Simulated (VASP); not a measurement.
# Nb (Fm-3m) in VASP: density of states with PBE

Aim: the density of states of Nb with PBE.

All numbers are computed with VASP 6.6.1; they aren't measurements. Logs are shortened: lines on timing, memory, paths and dates and some standing lists are left out, and cuts for length are marked.

## (1) The cell of the first run

It takes space group Fm-3m (No. 225, cubic). The conventional cell has a = 4.230 Å, b = 4.230 Å, c = 4.230 Å, α = 90.00°, β = 90.00°, γ = 90.00°. Within 3.9 Å of Nb (site symmetry m-3m) lie 12 Nb at 2.99 Å.

## (2) Density of states, PBE

Contents of POSCAR:

```
Nb
1.0
    0.0000000000      2.1150000000      2.1150000000
    2.1150000000      0.0000000000      2.1150000000
    2.1150000000      2.1150000000      0.0000000000
Nb
1
Direct
    0.0000000000      0.0000000000      0.0000000000
```

Contents of INCAR.step1:

```
SYSTEM = Nb
  ALGO = Normal
  EDIFF = 1E-6
  ENCUT = 520
  GGA = PE
  ISIF = 2
  ISMEAR = 1
  LASPH = .TRUE.
  LCHARG = .TRUE.
  LMAXMIX = 4
  LREAL = .FALSE.
  LWAVE = .FALSE.
  NBANDS = 12
  NELM = 100
  PREC = Accurate
  SIGMA = 0.15
```

Contents of KPOINTS.step1:

```
k-points
0
G
  11 11 11
  0 0 0
```

Contents of INCAR.step2:

```
SYSTEM = Nb
  ALGO = Normal
  EDIFF = 1E-6
  ENCUT = 520
  GGA = PE
  ICHARG = 11
  ISIF = 2
  ISMEAR = -5
  LASPH = .TRUE.
  LCHARG = .FALSE.
  LMAXMIX = 4
  LORBIT = 11
  LREAL = .FALSE.
  LWAVE = .FALSE.
  NBANDS = 12
  NEDOS = 2001
  NELM = 100
  PREC = Accurate
  SIGMA = 0.15
```

Contents of KPOINTS.step2:

```
k-points
0
G
  17 17 17
  0 0 0
```

Potentials or basis: VASP PAW PBE potentials, release 64 (Nb_sv).

The run is started by

```bash
$ cat potpaw_PBE.64/Nb_sv/POTCAR > POTCAR
$ cp INCAR.step1 INCAR
$ cp KPOINTS.step1 KPOINTS
$ mpirun -np 1 vasp_std > vasp.out
$ cp INCAR.step2 INCAR
$ cp KPOINTS.step2 KPOINTS
$ mpirun -np 1 vasp_std > vasp.out
```

OUTCAR:

```text
SYSTEM = Nb
   EDIFF = 1E-6
   ENCUT = 520
   GGA = PE
   ICHARG = 11
   ISIF = 2
   ISMEAR = -5
   LASPH = .TRUE.
   LORBIT = 11
   LREAL = .FALSE.
   NELM = 100
   PREC = Accurate

 ion  position               nearest neighbor table
   1  0.000  0.000  0.000-

  LATTYP: Found a face centered cubic cell.
 ALAT       =     4.2300000000

  Lattice vectors:

 A1 = (   0.0000000000,   2.1150000000,   2.1150000000)
 A2 = (   2.1150000000,   0.0000000000,   2.1150000000)
 A3 = (   2.1150000000,   2.1150000000,   0.0000000000)

Analysis of symmetry for initial positions (statically):
=====================================================================
 Subroutine PRICEL returns:
 Original cell was already a primitive cell.

 Routine SETGRP: Setting up the symmetry group for a
 face centered cubic supercell.

 Subroutine GETGRP returns: Found 48 space group operations
 (whereof 48 operations were pure point group operations)
 out of a pool of 48 trial point group operations.

The static configuration has the point symmetry O_h .

Analysis of symmetry for dynamics (positions and initial velocities):
=====================================================================
 Subroutine PRICEL returns:
 Original cell was already a primitive cell.

 Routine SETGRP: Setting up the symmetry group for a
 face centered cubic supercell.

 Subroutine GETGRP returns: Found 48 space group operations
 (whereof 48 operations were pure point group operations)
 out of a pool of 48 trial point group operations.

The dynamic configuration has the point symmetry O_h .

 Subroutine INISYM returns: Found 48 space group operations
 (whereof 48 operations are pure point group operations),
 and found     1 'primitive' translations

----------------------------------------------------------------------------------------

                                     Primitive cell

  volume of cell :      18.9217

  direct lattice vectors                    reciprocal lattice vectors
     0.000000000  2.115000000  2.115000000    -0.236406619  0.236406619  0.236406619
     2.115000000  0.000000000  2.115000000     0.236406619 -0.236406619  0.236406619
     2.115000000  2.115000000  0.000000000     0.236406619  0.236406619 -0.236406619

  length of vectors
     2.991061684  2.991061684  2.991061684     0.409468276  0.409468276  0.409468276

  position of ions in fractional coordinates (direct lattice)
     0.000000000  0.000000000  0.000000000

  ion indices of the primitive-cell ions
   primitive index   ion index
                 1           1

----------------------------------------------------------------------------------------

 KPOINTS: k-points

Automatic generation of k-mesh.
 Grid dimensions read from file:
 generate k-points for:   17   17   17

 Generating k-lattice:

  Cartesian coordinates                     Fractional coordinates (reciprocal lattice)
    -0.013906272  0.013906272  0.013906272     0.058823529  0.000000000  0.000000000
     0.013906272 -0.013906272  0.013906272     0.000000000  0.058823529  0.000000000
     0.013906272  0.013906272 -0.013906272     0.000000000  0.000000000  0.058823529

  Length of vectors
     0.024086369  0.024086369  0.024086369

  Shift w.r.t. Gamma in fractional coordinates (k-lattice)
     0.000000000  0.000000000  0.000000000

 TETIRR: Found    693 inequivalent tetrahedra from    29478

 Subroutine IBZKPT returns following result:
 ===========================================

 Found    165 irreducible k-points:

 Following reciprocal coordinates:
            Coordinates               Weight
  0.000000  0.000000  0.000000      1.000000
  0.058824  0.000000  0.000000      8.000000
  0.117647  0.000000  0.000000      8.000000
  0.176471  0.000000  0.000000      8.000000
  0.235294  0.000000  0.000000      8.000000
  0.294118  0.000000  0.000000      8.000000
[... 16 lines left out ...]
 -0.176471  0.058824  0.000000     24.000000
 -0.117647  0.058824  0.000000     24.000000
 [... further k-points ...]
   k-points           NKPTS =    165   k-points in BZ     NKDIM =    165   number of bands    NBANDS=     12
   number of dos      NEDOS =   2001   number of ions     NIONS =      1
   total plane-waves  NPLWV =  13824
   dimension x,y,z NGX =    24 NGY =   24 NGZ =   24
   dimension x,y,z NGXF=    48 NGYF=   48 NGZF=   48
   ions per type =               1
   NGX,Y,Z   is equivalent  to a cutoff of  13.34, 13.34, 13.34 a.u.
   NGXF,Y,Z  is equivalent  to a cutoff of  26.68, 26.68, 26.68 a.u.
 SYSTEM =  Nb
   PREC   = accura    normal or accurate (medium, high low for compatibility)
   ISTART =      0    job   : 0-new  1-cont  2-samecut
   ICHARG =     11    charge: 1-file 2-atom 10-const
   ISPIN  =      1    spin polarized calculation?
   LNONCOLLINEAR =      F non collinear calculations
   LSORBIT =      F    spin-orbit coupling
   LASPH  =      T    aspherical Exc in radial PAW
   ENCUT  =  520.0 eV  38.22 Ry    6.18 a.u.   5.56  5.56  5.56*2*pi/ulx,y,z
   NELM   =    100;   NELMIN=  2; NELMDL=  0     # of ELM steps
   EDIFF  = 0.1E-05   stopping-criterion for ELM
   LREAL  =      F    real-space projection
   EDIFFG = 0.1E-04   stopping-criterion for IOM
   NSW    =      0    number of steps for IOM
   IBRION =     -1    ionic relax: 0-MD 1-quasi-New 2-CG
   NFREE  =      0    steps in history (QN), initial steepest desc. (CG)
   ISIF   =      2    stress and relaxation
   ISYM   =      2    0-nonsym 1-usesym 2-fastsym
   POTIM  = 0.5000    time-step for ionic-motion
   TEBEG  =    0.0;   TEEND  =   0.0 temperature during run
   PSTRESS=    0.0 pullay stress
   NELECT =      13.0000    total number of electrons
   NUPDOWN=      -1.0000    fix difference up-down
   EMIN   =  10.00;   EMAX   =-10.00  energy-range for DOS
   EFERMI =   0.00;   METHOD = LEGACY
   ISMEAR =    -5;   SIGMA  =   0.15  broadening in eV -4-tet -1-fermi 0-gaus
   EFERMI_NEDOS =   21; number of points for ismear=-14 and -15
   IALGO  =     38    algorithm
   IMIX   =      4    mixing-type and parameters
     AMIX     =   0.40;   BMIX     =  1.00
     AMIX_MAG =   1.60;   BMIX_MAG =  1.00
  volume/ion in A,a.u.               =      18.92       127.69
  Fermi-wavevector in a.u.,A,eV,Ry     =   1.444560  2.729823 28.392005  2.086754
  Thomas-Fermi vector in A             =   2.562841
   LORBIT       =     11    0 simple, 1 ext, 2 COOP (PROOUT), +10 PAW based schemes
   GGA     = PE    functional components
   LHFCALC =     F    Hartree Fock is set to
   AEXX    =    0.0000 exact exchange contribution
   IVDW    =     0    specifies the selected vdW correction
   LEPSILON=     F    determine dielectric tensor
   LRPA    =     F    only Hartree local field effects (RPA)
 non-spin polarized calculation
 Fermi weights with tetrahedron method with Bloechl corrections
  energy-cutoff  :      520.00
  volume of cell :       18.92
 maximum number of plane-waves:       531

 number of electron      13.0000001 magnetization

 Free energy of the ion-electron system (eV)
  ---------------------------------------------------
  ext. energy  EPLUGINS =         0.00000000
  ---------------------------------------------------
  free energy    TOTEN  =        -9.89317996 eV

  energy without entropy =       -9.89317996  energy(sigma->0) =       -9.89317996

 E-fermi :  10.8581     XC(G=0): -12.2487

 val. band max:       10.8917834393   @ k =  -0.4118   0.2941   0.0000
 cond. band min:      10.8786979680   @ k =   0.3529   0.2353   0.0588
 fundamental gap:     -0.0130854713
 Fermi energy:        10.8580693463

 k-point     1 :       0.0000    0.0000    0.0000
  band No.  band energies     occupation
      1     -43.9376      2.00000
      2     -19.3409      2.00000
      3     -19.3409      2.00000
      4     -19.3409      2.00000
      5       4.6486      2.00000
      6      10.9685     -0.76911
      7      10.9685      0.00000
      8      10.9685      0.00000
      9      13.5334      0.00000
     10      13.5334      0.00000
     11      22.6634      0.00000
     12      27.4052      0.00000

 k-point     2 :       0.0588    0.0000    0.0000
  band No.  band energies     occupation
      1     -43.9314      2.00000
      2     -19.3826      2.00000
      3     -19.3461      2.00000
      4     -19.3461      2.00000
      5       4.7769      2.00000
      6      10.8681      1.55621
      7      11.0278      0.00000
      8      11.0278      0.00000
      9      13.4804      0.00000
     10      13.4804      0.00000
     11      22.9219      0.00000
     12      26.8408      0.00000

 k-point     3 :       0.1176    0.0000    0.0000
  band No.  band energies     occupation
      1     -43.9137      2.00000
      2     -19.5009      2.00000
      3     -19.3609      2.00000
      4     -19.3609      2.00000
      5       5.1440      2.00000
      6      10.6144      2.00034
      7      11.1793      0.00000
      8      11.1793      0.00000
      9      13.3653      0.00000
     10      13.3653      0.00000
     11      23.6087      0.00000
     12      25.7625      0.00000
[... 286 lines left out ...]
 k-point    23 :      -0.1765    0.0588    0.0000
  band No.  band energies     occupation
      1     -43.8715      2.00000
      2     -19.7538      2.00000
      3     -19.4308      2.00000
      4     -19.3800      2.00000
      5       5.9987      2.00000
      6      10.1551      2.00000
      7      11.3653      0.00000
      8      11.4477      0.00000
      9      12.9596      0.00000
     10      13.7281      0.00000
     11      24.1074      0.00000
     12      25.4105      0.00000

 k-point    24 :      -0.1176    0.0588    0.0000
  band No.  band energies     occupation
      1     -43.9005      2.00000
      2     -19.5718      2.00000
      3     -19.3994      2.00000
      4     -19.3595      2.00000
      5       5.4165      2.00000
      6      10.4174      2.00000
      7      11.2906      0.00000
      8      11.3011      0.00000
      9      13.0471      0.00000
     10      13.5656      0.00000
     11      24.0944      0.00000
     12      25.4245      0.00000

 [... further k-points ...]
[... 5 lines left out ...]
  --------------------------------------------------------------------------------------
  -------------------------------------------------------------------------------------
  Total       -0.3297842     -0.3297842     -0.3297842      0.0000000      0.0000000      0.0000000
  in kB      -27.9241109    -27.9241109    -27.9241109      0.0000000      0.0000000      0.0000000
  external PRESSURE =     -27.9241109 kB  Pullay stress =       0.0000000 kB

 VOLUME and BASIS-vectors are now :
 -----------------------------------------------------------------------------
  energy-cutoff  :      520.00
  volume of cell :       18.92
      direct lattice vectors                 reciprocal lattice vectors
     0.000000000  2.115000000  2.115000000    -0.236406619  0.236406619  0.236406619
     2.115000000  0.000000000  2.115000000     0.236406619 -0.236406619  0.236406619
     2.115000000  2.115000000  0.000000000     0.236406619  0.236406619 -0.236406619

 POSITION                                       TOTAL-FORCE (eV/Angst)
 -----------------------------------------------------------------------------------
      0.00000      0.00000      0.00000         0.000000      0.000000      0.000000
 -----------------------------------------------------------------------------------
    total drift:                                0.000000     -0.000000      0.000000

  FREE ENERGIE OF THE ION-ELECTRON SYSTEM (eV)
  ---------------------------------------------------
  free  energy   TOTEN  =        -9.8931799578 eV

  energy  without entropy=       -9.8931799578  energy(sigma->0) =       -9.89317996

 total charge

# of ion       s       p       d       tot
------------------------------------------
    1        2.223   6.003   2.404  10.629
```

Wall time 21 s (1 thread of Intel Xeon Platinum 8259CL at 2.50GHz (Skylake/Cascade Lake), shared host); peak memory 0.16 GiB.

Results:

```
Valence electrons inside the program's atomic spheres : Nb 10.63
```

Levels at points of the mesh, in eV from the Fermi level:
| k point | band 2 | band 3 | band 4 | band 5 | band 6 | band 7 | band 8 | band 9 | band 10 | band 11 |
| --- | --- | --- | --- | --- | --- | --- | --- | --- | --- | --- |
| (0.00, 0.00, 0.00) | -30.20 | -30.20 | -30.20 | -6.21 | 0.11 | 0.11 | 0.11 | 2.68 | 2.68 | 11.81 |

Caveat: tetrahedron occupations give inexact forces and stress in metals.
